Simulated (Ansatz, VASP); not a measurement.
**YN in VASP and in Ansatz**

The input INCAR:

```
SYSTEM = YN
PREC = Accurate ; ENCUT = 600
EDIFF = 1E-6 ; ISMEAR = -1
SIGMA = 0.03 ; LREAL = .False.
LASPH = .True. ; NELM = 120
ALGO = Normal ; ISIF = 2
LWAVE = .False. ; LCHARG = .True.
GGA = CA ; LELF = .True.
LVHAR = .True. ; NBANDS = 15
GGA_COMPAT = .False.
```

File KPOINTS:

```
Automatic mesh
0
Gamma
  9 9 9
  0 0 0
```

Contents of POSCAR:

```
YN
1.0
    0.0000000000      2.4385000000      2.4385000000
    2.4385000000      0.0000000000      2.4385000000
    2.4385000000      2.4385000000      0.0000000000
Y N
1 1
Direct
    0.0000000000      0.0000000000      0.0000000000
    0.5000000000      0.5000000000      0.5000000000
```

Input for Ansatz:

```yaml
crystal:
  lattice:
    - [0.0, 2.4385, 2.4385]
    - [2.4385, 0.0, 2.4385]
    - [2.4385, 2.4385, 0.0]
  atoms:
    - { symbol: "Y", position: [0.0, 0.0, 0.0] }
    - { symbol: "N", position: [0.5, 0.5, 0.5] }
kpoints:
  mp_grid: { grid: [9, 9, 9] }
  band_path:
    path:
      - [0.0, 0.0, 0.0]
      - [0.5, 0.0, 0.5]
      - [0.625, 0.25, 0.625]
      - [0.375, 0.375, 0.75]
      - [0.0, 0.0, 0.0]
      - [0.5, 0.5, 0.5]
      - [0.5, 0.25, 0.75]
      - [0.5, 0.0, 0.5]
    npoints: 5
scf:
  occupations: { method: fermi_dirac, width: 0.03 }
hamiltonian:
  xc: lda
  pseudopotentials: { kind: all_electron, lapw: { basis_error: 0.0005 } }
output:
  forces: true
  stress: true
  eigenvalues: true
```

Alike in both runs: task single point; functional LDA; k mesh 9 × 9 × 9; occupations fermi-dirac, width 0.03 eV; no spin polarisation.

|  | VASP | Ansatz |
| --- | --- | --- |
| version | VASP 6.6.1 | Ansatz 0.2.0 |
| potentials or method | VASP PAW LDA potentials, release 64 (Y_sv, N), cutoff 600 eV | all-electron LAPW, scalar-relativistic |

```tsv
	VASP	Ansatz	Ansatz less VASP
pressure (GPa)	-5.8	-5.9	-0.10
```

LDA's correlation is that of Perdew and Zunger in VASP and of Perdew and Wang (1992) in Ansatz. Ansatz ran all-electron here, and VASP with PAW potentials.
